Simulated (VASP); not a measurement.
Here is a VASP 6.6.1 calculation.

File INCAR:

```
SYSTEM = Ga4P
PREC = Accurate
ENCUT = 520
EDIFF = 1E-6
ISMEAR = 0
SIGMA = 0.1
LREAL = .False.
LASPH = .True.
NELM = 60
ALGO = Normal
ISIF = 2
LWAVE = .False.
LCHARG = .True.
GGA = PE
LELF = .True.
LVHAR = .True.
NBANDS = 36
```

The input KPOINTS:

```
Automatic mesh
0
Gamma
  4 4 4
  0 0 0
```

Contents of POSCAR:

```
Ga4P
1.0
   -2.9524555952      2.9524555952      2.9524555952
    2.9524555952     -2.9524555952      2.9524555952
    2.9524555952      2.9524555952     -2.9524555952
Ga P
4 1
Direct
    0.0000000000      0.0000000000      0.5000000000
    0.5000000000      0.0000000000      0.0000000000
    0.5000000000      0.5000000000      0.5000000000
    0.0000000000      0.5000000000      0.0000000000
    0.0000000000      0.0000000000      0.0000000000
```

Potentials or basis: VASP PAW PBE potentials, release 64 (Ga_d, P).

Run with:

```console
$ cat potpaw_PBE.64/Ga_d/POTCAR potpaw_PBE.64/P/POTCAR > POTCAR
$ mpirun -np 1 vasp_std > vasp.out
```

Estimate the pressure.

0.1 GPa.

Caveat: the k points lie up to 0.38 Å⁻¹ apart.
